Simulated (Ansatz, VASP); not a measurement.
# BN in VASP and in Ansatz

```
CELL_PARAMETERS angstrom
0.00000 3.14257 2.44914
1.17991 0.00000 2.44914
1.17991 3.14257 0.00000
ATOMIC_POSITIONS crystal
B 0.00011 0.00011 0.99989
N 0.66659 0.66659 0.33341
```

Alike in both runs: task single point; functional PBE; dispersion D3(BJ); k mesh 12 × 12 × 12; occupations gaussian, width 0.05 eV; no spin polarisation.

|  | VASP | Ansatz |
| --- | --- | --- |
| version | VASP 6.6.1 | Ansatz 0.2.0 |
| potentials or method | VASP PAW PBE potentials, release 64 (B, N), cutoff 520 eV | scalar-relativistic, plane waves, PAW |
| valence electrons in the cell | 8 | 8 |

|  | VASP | Ansatz | Ansatz less VASP |
| --- | --- | --- | --- |
| gap on the k mesh at the Fermi level (eV) | 2.35 | 2.36 | +0.004 |
| least direct gap on the mesh (eV) | 4.39 | 4.39 | +0.002 |
| pressure (GPa) | -13.3 | -13.4 | -0.05 |
| traceless stress, the component that is largest in VASP (GPa) | -70.13 | -70.01 | +0.129 |
| rms of the force components (eV/Å) | 0.142 | 0.132 | -0.0107 |

Atom by atom the forces differ by 0.011 eV/Å (rms over components).
